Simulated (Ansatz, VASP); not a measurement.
## As in VASP and in Ansatz

INCAR

```
SYSTEM = As
ALGO = Normal
EDIFF = 1E-6
ENCUT = 520
GGA = PS
ISIF = 2
ISMEAR = -1
LASPH = .TRUE.
LCHARG = .FALSE.
LREAL = .FALSE.
LWAVE = .FALSE.
NBANDS = 18
NELM = 100
PREC = Accurate
SIGMA = 0.05
```

KPOINTS

```
k-points
0
G
  7 7 5
  0 0 0
```

POSCAR

```
As
1.0
    1.8250000000     -5.5000000000      0.0000000000
    1.8250000000      5.5000000000      0.0000000000
    0.0000000000      0.0000000000      4.4700000000
As
4
Direct
    0.3900000000      0.6100000000      0.5600000000
    0.8900000000      0.1100000000      0.9400000000
    0.6100000000      0.3900000000      0.4400000000
    0.1100000000      0.8900000000      0.0600000000
```

File input.yaml:

```yaml
crystal:
  lattice:
    - [1.825, -5.5, 0.0]
    - [1.825, 5.5, 0.0]
    - [0.0, 0.0, 4.47]
  atoms:
    - { symbol: As, position: [0.39, 0.61, 0.56] }
    - { symbol: As, position: [0.89, 0.11, 0.94] }
    - { symbol: As, position: [0.61, 0.39, 0.44] }
    - { symbol: As, position: [0.11, 0.89, 0.06] }
hamiltonian:
  xc: pbesol
  pseudopotentials: { kind: paw }
kpoints:
  mp_grid: { grid: [7, 7, 5] }
  band_path:
    path:
      - [[0.0, 0.0, 0.0], [0.2775258264, 0.2775258264, 0.0], [0.0, 0.5, 0.0], [0.0, 0.5, 0.5], [0.2775258264, 0.2775258264, 0.5], [0.0, 0.0, 0.5], [0.0, 0.0, 0.0], [-0.5, 0.5, 0.0], [-0.2775258264, 0.7224741736, 0.0], [-0.2775258264, 0.7224741736, 0.5], [-0.5, 0.5, 0.5], [-0.5, 0.5, 0.0]]
      - [[0.0, 0.0, 0.5], [-0.5, 0.5, 0.5]]
    npoints: 14
scf:
  occupations: { method: fermi_dirac, width: 0.05 }
  n_extra_bands: 10
output:
  forces: true
  stress: true
  eigenvalues: true
  fatbands: false
```

Alike in both runs: functional PBEsol; k mesh 7 × 7 × 5; occupations fermi-dirac, width 0.05 eV; no spin polarisation.

|  | VASP | Ansatz |
| --- | --- | --- |
| version | VASP 6.6.1 | Ansatz 0.2.0 |
| potentials or method | VASP PAW PBE potentials, release 64 (As) | Ansatz PAW |
| plane-wave cutoff (eV) | 520 | 420 |
| valence electrons in the cell | 20 | 60 |
| task | single point | band structure |

|  | VASP | Ansatz | Ansatz less VASP |
| --- | --- | --- | --- |
| gap on the k mesh at the Fermi level (eV) | none | none | - |
| pressure (GPa) | 0.1 | -0.3 | -0.42 |
| traceless stress, the component that is largest in VASP (GPa) | -1.05 | -1.03 | +0.027 |
| rms of the force components (eV/Å) | 0.070 | 0.072 | +0.0014 |

VASP's potentials were made for PBE, not for PBEsol. Atom by atom the forces differ by 0.043 eV/Å (rms over components). A gap of «none» marks a metal or a gap that the smearing closes. VASP's potentials hold 20 valence electrons a cell and Ansatz's 60, so a difference there can come from the potentials and not from the codes.
